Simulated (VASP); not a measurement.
# Si4O in VASP: a series of runs, part 2 of 2

VASP 6.6.1. Earlier steps stand in the parts before.

**3. Single point, PBE+D3(BJ), collinear spin, ferromagnetic start**

The input, INCAR:

```
SYSTEM = Si4O
ALGO     = Normal         ! electronic algorithm
DIPOL    = 0.5 0.5 0.327
EDIFF    = 1E-6           ! SCF threshold, eV
ENCUT    = 520            ! plane-wave cutoff, eV
GGA      = PE             ! functional
IDIPOL   = 3            
ISIF     = 2              ! what is computed and relaxed
ISMEAR   = 0              ! smearing method
ISPIN    = 2              ! spin polarisation
IVDW     = 12             ! dispersion correction
LASPH    = .True.         ! aspherical terms in the spheres
LCHARG   = .False.        ! write CHGCAR
LDIPOL   = .True.       
LORBIT   = 11             ! projections on sites
LREAL    = .False.        ! projectors in reciprocal space
LWAVE    = .False.        ! write WAVECAR
MAGMOM   = 0 0 0 0 2      ! initial moments
NBANDS   = 23             ! bands
NELM     = 150            ! most SCF steps
PREC     = Accurate       ! precision mode
SIGMA    = 0.05           ! smearing width, eV
```

The input, KPOINTS:

```
k-points
0
Gamma
  7 7 1
  0 0 0
```

The input, POSCAR:

```
Si4O
1.0
    3.8333442603      0.0000000000      0.0000000000
    0.0000000000      3.8333442603      0.0000000000
    0.0000000000      0.0000000000     21.1034818054
Si O
4 1
Direct
    0.0000000000      0.5000000000      0.1895421825
    0.0000000000      0.0000000000      0.2537634268
    0.5000000000      0.0000000000      0.3207061911
    0.5000000000      0.5000000000      0.3839879068
    1.0000000000      0.5000000000      0.4882361072
```

Potentials or basis: VASP PAW PBE potentials, release 64 (Si, O).

Started as:

```
$ cat potpaw_PBE.64/Si/POTCAR potpaw_PBE.64/O/POTCAR > POTCAR
$ mpirun -np 1 vasp_std > vasp.out
```

OUTCAR:

```text
SYSTEM = Si4O
   EDIFF = 1E-6
   ENCUT = 520
   GGA = PE
   ISIF = 2
   ISMEAR = 0
   ISPIN = 2
   IVDW = 12
   LASPH = .True.
   LORBIT = 11
   LREAL = .False.
   NELM = 150
   PREC = Accurate
 IVDW          = 12

 ion  position               nearest neighbor table
   1  0.000  0.500  0.190-   2 2.35   2 2.35
   2  0.000  0.000  0.254-   1 2.35   1 2.35   3 2.38   3 2.38
   3  0.500  0.000  0.321-   4 2.34   4 2.34   2 2.38   2 2.38
   4  0.500  0.500  0.384-   3 2.34   3 2.34
   5  0.000  0.500  0.488-

  LATTYP: Found a simple tetragonal cell.
 ALAT       =     3.8333442603
 C/A-ratio  =     5.5052404304

  Lattice vectors:

 A1 = (   3.8333442603,   0.0000000000,   0.0000000000)
 A2 = (   0.0000000000,   3.8333442603,   0.0000000000)
 A3 = (   0.0000000000,   0.0000000000,  21.1034818054)

Analysis of symmetry for initial positions (statically):
=====================================================================
 Subroutine PRICEL returns:
 Original cell was already a primitive cell.

 Routine SETGRP: Setting up the symmetry group for a
 simple tetragonal supercell.

 Subroutine GETGRP returns: Found  4 space group operations
 (whereof  4 operations were pure point group operations)
 out of a pool of 16 trial point group operations.

The static configuration has the point symmetry C_2v.

Analysis of symmetry for dynamics (positions and initial velocities):
=====================================================================
 Subroutine PRICEL returns:
 Original cell was already a primitive cell.

 Routine SETGRP: Setting up the symmetry group for a
 simple tetragonal supercell.

 Subroutine GETGRP returns: Found  4 space group operations
 (whereof  4 operations were pure point group operations)
 out of a pool of 16 trial point group operations.

The dynamic configuration has the point symmetry C_2v.

Analysis of structural, dynamic, and magnetic symmetry:
=====================================================================
 Subroutine PRICEL returns:
 Original cell was already a primitive cell.

 Routine SETGRP: Setting up the symmetry group for a
 simple tetragonal supercell.

 Subroutine GETGRP returns: Found  4 space group operations
 (whereof  4 operations were pure point group operations)
 out of a pool of 16 trial point group operations.

The overall configuration has the point symmetry C_2v.

 Subroutine INISYM returns: Found  4 space group operations
 (whereof  4 operations are pure point group operations),
 and found     1 'primitive' translations

----------------------------------------------------------------------------------------

                                     Primitive cell

  volume of cell :     310.1057

  direct lattice vectors                    reciprocal lattice vectors
     3.833344260  0.000000000  0.000000000     0.260868822  0.000000000  0.000000000
     0.000000000  3.833344260  0.000000000     0.000000000  0.260868822  0.000000000
     0.000000000  0.000000000 21.103481805     0.000000000  0.000000000  0.047385546

  length of vectors
     3.833344260  3.833344260 21.103481805     0.260868822  0.260868822  0.047385546

[... 84 lines left out ...]
   ISYM   =      2    0-nonsym 1-usesym 2-fastsym
   POTIM  = 0.5000    time-step for ionic-motion
   TEBEG  =    0.0;   TEEND  =   0.0 temperature during run
   PSTRESS=    0.0 pullay stress
   NELECT =      22.0000    total number of electrons
   NUPDOWN=      -1.0000    fix difference up-down
   EMIN   =  10.00;   EMAX   =-10.00  energy-range for DOS
   EFERMI =   0.00;   METHOD = LEGACY
   ISMEAR =     0;   SIGMA  =   0.05  broadening in eV -4-tet -1-fermi 0-gaus
   EFERMI_NEDOS =   21; number of points for ismear=-14 and -15
   IALGO  =     38    algorithm
   IMIX   =      4    mixing-type and parameters
     AMIX     =   0.40;   BMIX     =  1.00
     AMIX_MAG =   1.60;   BMIX_MAG =  1.00
  volume/ion in A,a.u.               =      62.02       418.54
  Fermi-wavevector in a.u.,A,eV,Ry     =   0.677713  1.280692  6.249086  0.459295
  Thomas-Fermi vector in A             =   1.755403
   LORBIT       =     11    0 simple, 1 ext, 2 COOP (PROOUT), +10 PAW based schemes
   GGA     = PE    functional components
   LHFCALC =     F    Hartree Fock is set to
   AEXX    =    0.0000 exact exchange contribution
   IVDW    =    12    specifies the selected vdW correction
   LEPSILON=     F    determine dielectric tensor
   LRPA    =     F    only Hartree local field effects (RPA)
 spin polarized calculation
 Gauss-broadening in eV      SIGMA  =   0.05
  energy-cutoff  :      520.00
  volume of cell :      310.11
 maximum number of plane-waves:      8388
 NGX is ok and might be reduce to    30
   NGX = 15   NGY = 15   NGZ = 79

 dipolmoment           0.000000      0.000000     -0.021893 electrons x Angstroem

 number of electron      22.0000004 magnetization       1.2178546

 dipolmoment           0.000000      0.000000      0.163022 electrons x Angstroem

 Free energy of the ion-electron system (eV)
  ---------------------------------------------------
  ext. energy  EPLUGINS =         0.00000000
  ---------------------------------------------------
  free energy    TOTEN  =       -21.11586525 eV

  energy without entropy =      -21.11430607  energy(sigma->0) =      -21.11508566

 E-fermi :  -2.9083     XC(G=0):  -3.7478

 val. band max:       -2.9348822373   @ k =  -0.2857   0.4286   0.0000
 cond. band min:      -2.8435461676   @ k =   0.0000   0.4286   0.0000
 fundamental gap:      0.0913360698
 Fermi energy:        -2.9083279295

 spin component 1

 k-point     1 :       0.0000    0.0000    0.0000
  band No.  band energies     occupation
      1     -20.3618      1.00000
      2     -14.0315      1.00000
      3     -11.8510      1.00000
      4      -8.4935      1.00000
      5      -6.1815      1.00000
      6      -5.5533      1.00000
[... 405 lines left out ...]
     22       5.9733      0.00000
     23       6.2995      0.00000
 Fermi energy:        -2.9083279295

 spin component 2

 k-point     1 :       0.0000    0.0000    0.0000
  band No.  band energies     occupation
      1     -17.9341      1.00000
      2     -14.0525      1.00000
      3     -11.8880      1.00000
      4      -8.5378      1.00000
      5      -5.1471      1.00000
      6      -4.9458      1.00000
[... 405 lines left out ...]
     22       5.9330      0.00000
     23       6.2776      0.00000

------------------------ aborting loop because EDIFF is reached ----------------------------------------

 vacuum level on the upper side and lower side of the slab       (xc-potential included)         0.979        -0.979

 Edisp (eV)   -1.00007

 E8    (eV) :    -0.4255

  FORCE on cell =-STRESS in cart. coord.  units (eV):
  Direction    XX          YY          ZZ          XY          YZ          ZX
  --------------------------------------------------------------------------------------
  -------------------------------------------------------------------------------------
  Total      -5.86990    -0.39725    -4.74977     0.00000     0.00000     0.00000
  in kB     -30.32713    -2.05240   -24.53993     0.00000     0.00000     0.00000
  external pressure =      -18.97 kB  Pullay stress =        0.00 kB

 VOLUME and BASIS-vectors are now :
 -----------------------------------------------------------------------------
  energy-cutoff  :      520.00
  volume of cell :      310.11
      direct lattice vectors                 reciprocal lattice vectors
     3.833344260  0.000000000  0.000000000     0.260868822  0.000000000  0.000000000
     0.000000000  3.833344260  0.000000000     0.000000000  0.260868822  0.000000000
     0.000000000  0.000000000 21.103481805     0.000000000  0.000000000  0.047385546

 POSITION                                       TOTAL-FORCE (eV/Angst)
 -----------------------------------------------------------------------------------
      0.00000      1.91667      4.00000         0.000000      0.000000     -0.114146
      0.00000      0.00000      5.35529         0.000000      0.000000      0.319205
      1.91667      0.00000      6.76802         0.000000      0.000000      0.114232
      1.91667      1.91667      8.10348         0.000000      0.000000      1.569530
      0.00000      1.91667     10.30348         0.000000      0.000000     -1.888821
 -----------------------------------------------------------------------------------
    total drift:                                0.000000      0.000000      0.000566

  FREE ENERGIE OF THE ION-ELECTRON SYSTEM (eV)
  ---------------------------------------------------
  free  energy   TOTEN  =       -22.1159388546 eV

  energy  without entropy=      -22.1143796723  energy(sigma->0) =      -22.11515926

 vacuum level on the upper side and lower side of the slab         4.466         2.461

 total charge

# of ion       s       p       d       tot
------------------------------------------
    1        0.866   0.720   0.000   1.586
    2        0.777   0.890   0.000   1.667
    3        0.776   0.896   0.000   1.672
    4        0.853   0.674   0.000   1.527
    5        1.617   2.983   0.000   4.600
--------------------------------------------------
tot          4.889   6.163   0.000  11.052

 magnetization (x)

# of ion       s       p       d       tot
------------------------------------------
    1       -0.003  -0.030   0.000  -0.032
    2        0.002  -0.012   0.000  -0.010
    3        0.003  -0.010   0.000  -0.006
    4        0.008  -0.031   0.000  -0.023
    5        0.012   1.113   0.000   1.124
--------------------------------------------------
tot          0.022   1.030   0.000   1.053
```

Run time: 8.5 min. Hardware: 1 thread of Intel Xeon Platinum 8488C (Sapphire Rapids), shared host; peak memory 0.59 GiB.

Results:

```yaml
Free_energy: -22.1159 eV
Largest_force: 1.889 eV/Å
Net_moment: 1.22 μB per cell
Site_moments: Si -0.03, -0.01, -0.02 (each value once); O +1.12 μB
Valence_electrons_inside_the_program's_atomic_spheres: Si 1.59, 1.67, 1.53 (each value once); O 4.60
Dispersion_energy_per_atom: -0.200 eV
```

Forces on the atoms (eV/Å):
```
Si   0.000  0.000 -0.114
Si   0.000  0.000  0.319
Si   0.000  0.000  0.114
Si   0.000  0.000  1.570
O    0.000  0.000 -1.889
```

Levels at points of the mesh, in eV from the Fermi level:
Spin up:
| k point | band 7 | band 8 | band 9 | band 10 | band 11 | band 12 | band 13 | band 14 | band 15 | band 16 |
| --- | --- | --- | --- | --- | --- | --- | --- | --- | --- | --- |
| (0.00, 0.00, 0.00) | -2.21 | -2.00 | -1.76 | -1.16 | -0.77 | 0.60 | 1.20 | 1.63 | 1.84 | 2.91 |
Spin down:
| k point | band 8 | band 9 | band 10 | band 11 | band 12 | band 13 |
| --- | --- | --- | --- | --- | --- | --- |
| (0.00, 0.00, 0.00) | -0.81 | -0.61 | -0.50 | 0.64 | 0.73 | 1.20 |
